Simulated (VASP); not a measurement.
A run of VASP 6.6.1 is set up as follows.

The input INCAR:

```
SYSTEM = Sb
AGGAC = 1.0
AGGAX = 1.0
ALDAC = 0.0
ALDAX = 1.0
ALGO = Normal
EDIFF = 1E-7
EDIFFG = -0.01
ENCUT = 600
GGA = B5
IBRION = 2
ISIF = 3
ISMEAR = -1
IVDW = 13
LASPH = .TRUE.
LCHARG = .FALSE.
LREAL = .FALSE.
LWAVE = .FALSE.
NELM = 80
NSW = 60
PREC = Accurate
SIGMA = 0.05
VDW_A1 = 0.44488865
VDW_A2 = 4.0933009
VDW_S6 = 1.0
VDW_S8 = 2.34076671
```

Contents of KPOINTS:

```
k-points
0
G
  12 12 12
  0 0 0
```

Contents of POSCAR:

```
Sb
1.0
   -1.5765401831      1.5765401831      2.7119384313
    1.5765401831     -1.5765401831      2.7119384313
    1.5765401831      1.5765401831     -2.7119384313
Sb
1
Direct
    0.0000000000      0.0000000000      0.0000000000
```

Potentials or basis: VASP PAW PBE potentials, release 64 (Sb).

The run is started by

```sh
$ cat potpaw_PBE.64/Sb/POTCAR > POTCAR
$ mpirun -np 1 vasp_std > vasp.out
```

What does it give for the relaxed volume?

27.99 Å³/atom.

Estimate the band gap on the k mesh.

zero (an odd number of electrons rules out a gap without spin polarisation).

Estimate the space group after relaxing (to 0.1 Å).

I4/mmm (No. 139).

Final structure:
```
Sb
1.0
    -1.57161    1.57161    2.83261
     1.57161   -1.57161    2.83261
     1.57161    1.57161   -2.83261
Sb
1
Direct
  0.00000 0.00000 0.00000
```

Caveat: the dispersion term is far too large for a dense solid, which distorts pressure and volume; the PAW data sets were made with another functional, which shifts forces and pressure a little; spin-orbit coupling is left out, which moves the levels of the heavy elements.
